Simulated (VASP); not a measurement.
# ScAl3 (Pm-3m) in VASP: a series of runs

Runs on ScAl3. Level: PBEsol. Tasks: single point.

All numbers are computed with VASP 6.6.1; they aren't measurements. Logs are shortened: lines on timing, memory, paths and dates and some standing lists are left out, and cuts for length are marked.

### Step 1. The cell of the first run

Symmetry: Pm-3m, No. 221, cubic system. Conventional cell: a = 4.071 Å, b = 4.071 Å, c = 4.071 Å, α = 90.00°, β = 90.00°, γ = 90.00°. Within 3.8 Å of Sc (site symmetry m-3m) lie 12 Al at 2.88 Å. Al (site symmetry 4/mmm) has 4 Sc at 2.88 Å and 8 Al at 2.88 Å within 3.8 Å.

### Step 2. Single point, PBEsol

Input file INCAR:

```
SYSTEM = ScAl3
PREC = Accurate
ENCUT = 520
EDIFF = 1E-7
ISMEAR = 0
SIGMA = 0.15
LREAL = .FALSE.
LASPH = .TRUE.
NELM = 100
ALGO = Normal
ISIF = 2
LWAVE = .FALSE.
LCHARG = .FALSE.
GGA = PS
NBANDS = 18
```

Input file KPOINTS:

```
Automatic mesh
0
G
  12 12 12
  0 0 0
```

Input file POSCAR:

```
ScAl3
1.0
    4.0712986161      0.0000000000      0.0000000000
    0.0000000000      4.0712986161      0.0000000000
    0.0000000000      0.0000000000      4.0712986161
Sc Al
1 3
Direct
    0.0000000000      0.0000000000      0.0000000000
    0.5000000000      0.0000000000      0.5000000000
    0.0000000000      0.5000000000      0.5000000000
    0.5000000000      0.5000000000      0.0000000000
```

Potentials or basis: VASP PAW PBE potentials, release 64 (Sc_sv, Al).

Run with:

```console
cat potpaw_PBE.64/Sc_sv/POTCAR potpaw_PBE.64/Al/POTCAR > POTCAR
mpirun -np 1 vasp_std > vasp.out
```

OUTCAR:

```text
SYSTEM = ScAl3
   PREC = Accurate
   ENCUT = 520
   EDIFF = 1E-7
   ISMEAR = 0
   LREAL = .FALSE.
   LASPH = .TRUE.
   NELM = 100
   ISIF = 2
   GGA = PS

 ion  position               nearest neighbor table
   1  0.000  0.000  0.000-   2 2.88   3 2.88   4 2.88   2 2.88   3 2.88   3 2.88   4 2.88   3 2.88
                             2 2.88   4 2.88   2 2.88   4 2.88
   2  0.500  0.000  0.500-   1 2.88   3 2.88   4 2.88   1 2.88   4 2.88   3 2.88   4 2.88   4 2.88
                             1 2.88   3 2.88   1 2.88   3 2.88
   3  0.000  0.500  0.500-   1 2.88   2 2.88   4 2.88   1 2.88   4 2.88   1 2.88   2 2.88   1 2.88
                             2 2.88   4 2.88   4 2.88   2 2.88
   4  0.500  0.500  0.000-   1 2.88   2 2.88   3 2.88   2 2.88   3 2.88   1 2.88   2 2.88   2 2.88
                             1 2.88   3 2.88   3 2.88   1 2.88

  LATTYP: Found a simple cubic cell.
 ALAT       =     4.0712986161

  Lattice vectors:

 A1 = (   4.0712986161,   0.0000000000,   0.0000000000)
 A2 = (   0.0000000000,   4.0712986161,   0.0000000000)
 A3 = (   0.0000000000,   0.0000000000,   4.0712986161)

Analysis of symmetry for initial positions (statically):
=====================================================================
 Subroutine PRICEL returns:
 Original cell was already a primitive cell.

 Routine SETGRP: Setting up the symmetry group for a
 simple cubic supercell.

 Subroutine GETGRP returns: Found 48 space group operations
 (whereof 48 operations were pure point group operations)
 out of a pool of 48 trial point group operations.

The static configuration has the point symmetry O_h .

Analysis of symmetry for dynamics (positions and initial velocities):
=====================================================================
 Subroutine PRICEL returns:
 Original cell was already a primitive cell.

 Routine SETGRP: Setting up the symmetry group for a
 simple cubic supercell.

 Subroutine GETGRP returns: Found 48 space group operations
 (whereof 48 operations were pure point group operations)
 out of a pool of 48 trial point group operations.

The dynamic configuration has the point symmetry O_h .

 Subroutine INISYM returns: Found 48 space group operations
 (whereof 48 operations are pure point group operations),
 and found     1 'primitive' translations

----------------------------------------------------------------------------------------

                                     Primitive cell

  volume of cell :      67.4837

  direct lattice vectors                    reciprocal lattice vectors
     4.071298616  0.000000000  0.000000000     0.245621875  0.000000000  0.000000000
     0.000000000  4.071298616  0.000000000     0.000000000  0.245621875  0.000000000
     0.000000000  0.000000000  4.071298616     0.000000000  0.000000000  0.245621875

  length of vectors
     4.071298616  4.071298616  4.071298616     0.245621875  0.245621875  0.245621875

  position of ions in fractional coordinates (direct lattice)
     0.000000000  0.000000000  0.000000000
     0.500000000  0.000000000  0.500000000
     0.000000000  0.500000000  0.500000000
     0.500000000  0.500000000  0.000000000

  ion indices of the primitive-cell ions
   primitive index   ion index
                 1           1
                 2           2
                 3           3
                 4           4

----------------------------------------------------------------------------------------

 KPOINTS: Automatic mesh

Automatic generation of k-mesh.
 Grid dimensions read from file:
 generate k-points for:   12   12   12

 Generating k-lattice:

  Cartesian coordinates                     Fractional coordinates (reciprocal lattice)
     0.020468490  0.000000000  0.000000000     0.083333333  0.000000000  0.000000000
     0.000000000  0.020468490  0.000000000     0.000000000  0.083333333  0.000000000
     0.000000000  0.000000000  0.020468490     0.000000000  0.000000000  0.083333333

  Length of vectors
     0.020468490  0.020468490  0.020468490

  Shift w.r.t. Gamma in fractional coordinates (k-lattice)
     0.000000000  0.000000000  0.000000000

 Subroutine IBZKPT returns following result:
 ===========================================

 Found     84 irreducible k-points:

 Following reciprocal coordinates:
            Coordinates               Weight
  0.000000  0.000000  0.000000      1.000000
  0.083333  0.000000  0.000000      6.000000
  0.166667  0.000000  0.000000      6.000000
  0.250000  0.000000  0.000000      6.000000
  0.333333  0.000000  0.000000      6.000000
  0.416667  0.000000  0.000000      6.000000
[... 16 lines left out ...]
  0.333333  0.333333  0.000000     12.000000
  0.416667  0.333333  0.000000     24.000000
 [... further k-points ...]
   k-points           NKPTS =     84   k-points in BZ     NKDIM =     84   number of bands    NBANDS=     18
   number of dos      NEDOS =    301   number of ions     NIONS =      4
   total plane-waves  NPLWV =  27000
   dimension x,y,z NGX =    30 NGY =   30 NGZ =   30
   dimension x,y,z NGXF=    60 NGYF=   60 NGZF=   60
   ions per type =               1   3
   NGX,Y,Z   is equivalent  to a cutoff of  12.25, 12.25, 12.25 a.u.
   NGXF,Y,Z  is equivalent  to a cutoff of  24.50, 24.50, 24.50 a.u.
 SYSTEM =  ScAl3
   PREC   = accura    normal or accurate (medium, high low for compatibility)
   ISTART =      0    job   : 0-new  1-cont  2-samecut
   ICHARG =      2    charge: 1-file 2-atom 10-const
   ISPIN  =      1    spin polarized calculation?
   LNONCOLLINEAR =      F non collinear calculations
   LSORBIT =      F    spin-orbit coupling
   LASPH  =      T    aspherical Exc in radial PAW
   ENCUT  =  520.0 eV  38.22 Ry    6.18 a.u.   7.57  7.57  7.57*2*pi/ulx,y,z
   NELM   =    100;   NELMIN=  2; NELMDL= -5     # of ELM steps
   EDIFF  = 0.1E-06   stopping-criterion for ELM
   LREAL  =      F    real-space projection
   EDIFFG = 0.1E-05   stopping-criterion for IOM
   NSW    =      0    number of steps for IOM
   IBRION =     -1    ionic relax: 0-MD 1-quasi-New 2-CG
   NFREE  =      0    steps in history (QN), initial steepest desc. (CG)
   ISIF   =      2    stress and relaxation
   ISYM   =      2    0-nonsym 1-usesym 2-fastsym
   POTIM  = 0.5000    time-step for ionic-motion
   TEBEG  =    0.0;   TEEND  =   0.0 temperature during run
   PSTRESS=    0.0 pullay stress
   NELECT =      20.0000    total number of electrons
   NUPDOWN=      -1.0000    fix difference up-down
   EMIN   =  10.00;   EMAX   =-10.00  energy-range for DOS
   EFERMI =   0.00;   METHOD = LEGACY
   ISMEAR =     0;   SIGMA  =   0.15  broadening in eV -4-tet -1-fermi 0-gaus
   EFERMI_NEDOS =   21; number of points for ismear=-14 and -15
   IALGO  =     38    algorithm
   IMIX   =      4    mixing-type and parameters
     AMIX     =   0.40;   BMIX     =  1.00
     AMIX_MAG =   1.60;   BMIX_MAG =  1.00
  volume/ion in A,a.u.               =      16.87       113.85
  Fermi-wavevector in a.u.,A,eV,Ry     =   1.091487  2.062611 16.209215  1.191344
  Thomas-Fermi vector in A             =   2.227733
   LORBIT       =      0    0 simple, 1 ext, 2 COOP (PROOUT), +10 PAW based schemes
   GGA     = PS    functional components
   LHFCALC =     F    Hartree Fock is set to
   AEXX    =    0.0000 exact exchange contribution
   IVDW    =     0    specifies the selected vdW correction
   LEPSILON=     F    determine dielectric tensor
   LRPA    =     F    only Hartree local field effects (RPA)
 non-spin polarized calculation
 Gauss-broadening in eV      SIGMA  =   0.15
  energy-cutoff  :      520.00
  volume of cell :       67.48
 maximum number of plane-waves:      1856
   NGX = 15   NGY = 15   NGZ = 15

 number of electron      19.9999997 magnetization

 Free energy of the ion-electron system (eV)
  ---------------------------------------------------
  ext. energy  EPLUGINS =         0.00000000
  ---------------------------------------------------
  free energy    TOTEN  =       -20.77199536 eV

  energy without entropy =      -20.75750467  energy(sigma->0) =      -20.76475002

 E-fermi :   7.3224     XC(G=0): -10.5464

 val. band max:        7.2810816924   @ k =   0.2500   0.0833   0.0000
 cond. band min:       7.3290190520   @ k =   0.3333   0.2500   0.0000
 fundamental gap:      0.0479373596
 Fermi energy:         7.3224176181

 k-point     1 :       0.0000    0.0000    0.0000
  band No.  band energies     occupation
      1     -41.3918      2.00000
      2     -20.1952      2.00000
      3     -20.1952      2.00000
      4     -20.1952      2.00000
      5      -2.7740      2.00000
      6       4.6710      2.00000
[... 10 lines left out ...]
     17      12.6775      0.00000
     18      12.6775      0.00000

 k-point     2 :       0.0833    0.0000    0.0000
  band No.  band energies     occupation
      1     -41.3917      2.00000
      2     -20.1976      2.00000
      3     -20.1950      2.00000
      4     -20.1950      2.00000
      5      -2.7092      2.00000
      6       4.0822      2.00000
[... 10 lines left out ...]
     17      12.7371      0.00000
     18      12.7372      0.00000

 k-point     3 :       0.1667    0.0000    0.0000
  band No.  band energies     occupation
      1     -41.3915      2.00000
      2     -20.2040      2.00000
      3     -20.1945      2.00000
      4     -20.1945      2.00000
      5      -2.5161      2.00000
      6       3.1358      2.00000
[... 10 lines left out ...]
     17      12.7279      0.00000
     18      12.7279      0.00000

 k-point     4 :       0.2500    0.0000    0.0000
  band No.  band energies     occupation
      1     -41.3911      2.00000
      2     -20.2128      2.00000
      3     -20.1938      2.00000
      4     -20.1938      2.00000
      5      -2.1992      2.00000
      6       2.1625      2.00000
[... 375 lines left out ...]
      4     -20.1911      2.00000
      5      -0.4274      2.00000
      6       0.5213      2.00000
[... 10 lines left out ...]
     17      12.5375      0.00000
     18      12.6558      0.00000

 k-point    23 :       0.3333    0.3333    0.0000
  band No.  band energies     occupation
      1     -41.3897      2.00000
      2     -20.2188      2.00000
      3     -20.2179      2.00000
      4     -20.1911      2.00000
      5      -0.8437      2.00000
      6       2.0574      2.00000
[... 10 lines left out ...]
     17      11.6940      0.00000
     18      13.5862      0.00000

 k-point    24 :       0.4167    0.3333    0.0000
  band No.  band energies     occupation
      1     -41.3895      2.00000
      2     -20.2245      2.00000
      3     -20.2175      2.00000
      4     -20.1906      2.00000
      5      -0.3873      2.00000
      6       1.3302      2.00000
[... 10 lines left out ...]
     17      11.7840      0.00000
     18      13.3257      0.00000

 [... further k-points ...]

------------------------ aborting loop because EDIFF is reached ----------------------------------------

  FORCE on cell =-STRESS in cart. coord.  units (eV):
  Direction    XX          YY          ZZ          XY          YZ          ZX
  --------------------------------------------------------------------------------------
  -------------------------------------------------------------------------------------
  Total        0.0648669      0.0648669      0.0648669      0.0000000     -0.0000000      0.0000000
  in kB        1.5400499      1.5400499      1.5400499      0.0000000     -0.0000000      0.0000000
  external PRESSURE =       1.5400499 kB  Pullay stress =       0.0000000 kB

 VOLUME and BASIS-vectors are now :
 -----------------------------------------------------------------------------
  energy-cutoff  :      520.00
  volume of cell :       67.48
      direct lattice vectors                 reciprocal lattice vectors
     4.071298616  0.000000000  0.000000000     0.245621875  0.000000000  0.000000000
     0.000000000  4.071298616  0.000000000     0.000000000  0.245621875  0.000000000
     0.000000000  0.000000000  4.071298616     0.000000000  0.000000000  0.245621875

 POSITION                                       TOTAL-FORCE (eV/Angst)
 -----------------------------------------------------------------------------------
      0.00000      0.00000      0.00000         0.000000      0.000000      0.000000
      2.03565      0.00000      2.03565         0.000000      0.000000      0.000000
      0.00000      2.03565      2.03565         0.000000      0.000000      0.000000
      2.03565      2.03565      0.00000         0.000000      0.000000      0.000000
 -----------------------------------------------------------------------------------
    total drift:                               -0.000000     -0.000000      0.000000

  FREE ENERGIE OF THE ION-ELECTRON SYSTEM (eV)
  ---------------------------------------------------
  free  energy   TOTEN  =       -20.7719953619 eV

  energy  without entropy=      -20.7575046709  energy(sigma->0) =      -20.76475002
```

Run time: 2.6 min. Hardware: 1 thread of Oxide Virtual Turin-like, shared host; peak memory 0.19 GiB.

What came out:

- Free energy: -20.7720 eV
- Pressure: 0.2 GPa
- Band gap on the k mesh: zero (band 10 reaches 8.26 eV, above the bottom of band 11 at 4.35 eV)

Levels at points of the mesh, in eV from the Fermi level:
```
           k point  band 8  band 9  band 10  band 11  band 12  band 13
(0.00, 0.00, 0.00)   -1.82   -1.82    -1.82     1.21     1.29     1.29
(0.50, 0.00, 0.00)   -1.74   -1.52     0.94     1.02     1.02     1.33
(0.50, 0.50, 0.00)   -4.41   -0.56    -0.56     1.20     1.37     2.08
(0.50, 0.50, 0.50)   -4.53   -2.97    -2.97    -2.97     0.93     2.62
```

Caveat: the PAW data sets were made with another functional, which shifts forces and pressure a little.

### Step 3. Single point, PBEsol

This run uses another cell than the first one: it holds 8 atoms, not 4.

Input file INCAR:

```
  ALGO = Fast
  EDIFF = 1E-6
  ENCUT = 520
  GGA = PS
  ISIF = 2
  ISMEAR = 0
  LASPH = True
  LCHARG = True
  LELF = True
  LREAL = False
  LVHAR = True
  LWAVE = False
  NBANDS = 30
  NELM = 80
  PREC = Accurate
  SIGMA = 0.15
```

Input file KPOINTS:

```
k-points
0
Gamma
  10 10 10
```

Input file POSCAR:

```
ScAl3
1.0
   -4.0712986161      0.0000000000     -4.0712986161
    0.0000000000     -4.0712986161     -4.0712986161
   -4.0712986161     -4.0712986161      0.0000000000
Sc Al
2 6
Direct
    0.0000000000      0.0000000000      0.0000000000
    0.5000000000      0.5000000000      0.5000000000
    0.0000000000      0.5000000000      0.5000000000
    0.5000000000      0.0000000000      0.0000000000
    0.0000000000      0.5000000000      0.0000000000
    0.5000000000      0.0000000000      0.5000000000
    0.5000000000      0.5000000000      0.0000000000
    1.0000000000      1.0000000000      0.5000000000
```

Potentials or basis: VASP PAW PBE potentials, release 64 (Sc_sv, Al).

Run with:

```console
cat potpaw_PBE.64/Sc_sv/POTCAR potpaw_PBE.64/Al/POTCAR > POTCAR
mpirun -np 1 vasp_std > vasp.out
```

OUTCAR:

```text
EDIFF = 1E-6
   ENCUT = 520
   GGA = PS
   ISIF = 2
   ISMEAR = 0
   LASPH = True
   LREAL = False
   NELM = 80
   PREC = Accurate

 ion  position               nearest neighbor table
   1  0.000  0.000  0.000-   4 2.88   5 2.88   8 2.88   3 2.88   6 2.88   8 2.88   3 2.88   5 2.88
                             7 2.88   4 2.88   6 2.88   7 2.88
   2  0.500  0.500  0.500-   3 2.88   6 2.88   7 2.88   4 2.88   5 2.88   7 2.88   4 2.88   6 2.88
                             8 2.88   3 2.88   5 2.88   8 2.88
   3  0.000  0.500  0.500-   2 2.88   5 2.88   8 2.88   1 2.88   5 2.88   7 2.88   1 2.88   6 2.88
                             8 2.88   2 2.88   6 2.88   7 2.88
   4  0.500  0.000  0.000-   1 2.88   6 2.88   7 2.88   2 2.88   6 2.88   8 2.88   2 2.88   5 2.88
                             7 2.88   1 2.88   5 2.88   8 2.88
   5  0.000  0.500  0.000-   1 2.88   3 2.88   7 2.88   2 2.88   3 2.88   8 2.88   1 2.88   4 2.88
                             8 2.88   2 2.88   4 2.88   7 2.88
   6  0.500  0.000  0.500-   2 2.88   4 2.88   8 2.88   1 2.88   4 2.88   7 2.88   2 2.88   3 2.88
                             7 2.88   1 2.88   3 2.88   8 2.88
[... 224 lines left out ...]
      2     -41.3879      2.00000
      3     -20.2209      2.00000
      4     -20.2209      2.00000
      5     -20.2209      2.00000
      6     -20.1953      2.00000
[... 781 lines left out ...]
     29      10.4654      0.00000
     30      11.1534      0.00000

 [... further k-points ...]

------------------------ aborting loop because EDIFF is reached ----------------------------------------

  FORCE on cell =-STRESS in cart. coord.  units (eV):
  Direction    XX          YY          ZZ          XY          YZ          ZX
  --------------------------------------------------------------------------------------
  -------------------------------------------------------------------------------------
  Total        0.1118518      0.1118518      0.1118518      0.0000000      0.0000000     -0.0000000
  in kB        1.3277758      1.3277758      1.3277758      0.0000000      0.0000000     -0.0000000
  external PRESSURE =       1.3277758 kB  Pullay stress =       0.0000000 kB

 VOLUME and BASIS-vectors are now :
 -----------------------------------------------------------------------------
  energy-cutoff  :      520.00
  volume of cell :      134.97
      direct lattice vectors                 reciprocal lattice vectors
    -4.071298616  0.000000000 -4.071298616    -0.122810938  0.122810938 -0.122810938
     0.000000000 -4.071298616 -4.071298616     0.122810938 -0.122810938 -0.122810938
    -4.071298616 -4.071298616  0.000000000    -0.122810938 -0.122810938  0.122810938

 POSITION                                       TOTAL-FORCE (eV/Angst)
 -----------------------------------------------------------------------------------
      0.00000      0.00000      0.00000        -0.000000     -0.000000      0.000000
     -4.07130     -4.07130     -4.07130         0.000000      0.000000     -0.000000
     -2.03565     -4.07130     -2.03565         0.000000     -0.000000     -0.000000
     -2.03565      0.00000     -2.03565        -0.000000     -0.000000     -0.000000
      0.00000     -2.03565     -2.03565         0.000000     -0.000000      0.000000
     -4.07130     -2.03565     -2.03565        -0.000000     -0.000000     -0.000000
     -2.03565     -2.03565     -4.07130         0.000000     -0.000000     -0.000000
     -2.03565     -2.03565      0.00000        -0.000000      0.000000     -0.000000
 -----------------------------------------------------------------------------------
    total drift:                                0.000000      0.000000      0.000000

  FREE ENERGIE OF THE ION-ELECTRON SYSTEM (eV)
  ---------------------------------------------------
  free  energy   TOTEN  =       -41.5422181839 eV

  energy  without entropy=      -41.5149063451  energy(sigma->0) =      -41.52856226
```

stdout:

```text
POSCAR found type information on POSCAR ScAl
 POSCAR found :  2 types and       8 ions
 scaLAPACK will be used
 -----------------------------------------------------------------------------
|                                                                             |
|                                                                             |
|     You enforced a specific xc type in the INCAR file but a different       |
|     I HOPE YOU KNOW WHAT YOU ARE DOING!                                     |
|                                                                             |
 -----------------------------------------------------------------------------

 LDA part: xc-table for (Slater+PW92), standard interpolation
 POSCAR, INCAR and KPOINTS ok, starting setup
 FFT: planning ... GRIDC
 FFT: planning ... GRID_SOFT
 FFT: planning ... GRID
 WAVECAR not read
 entering main loop
```

Wall time 19 min (1 thread of Oxide Virtual Turin-like, shared host); peak memory 0.37 GiB.

What came out:

- Free energy: -41.5422 eV
- Pressure: 0.1 GPa
- Band gap on the k mesh: zero (band 20 reaches 8.26 eV, above the bottom of band 21 at 5.50 eV)

Caveat: the PAW data sets were made with another functional, which shifts forces and pressure a little.
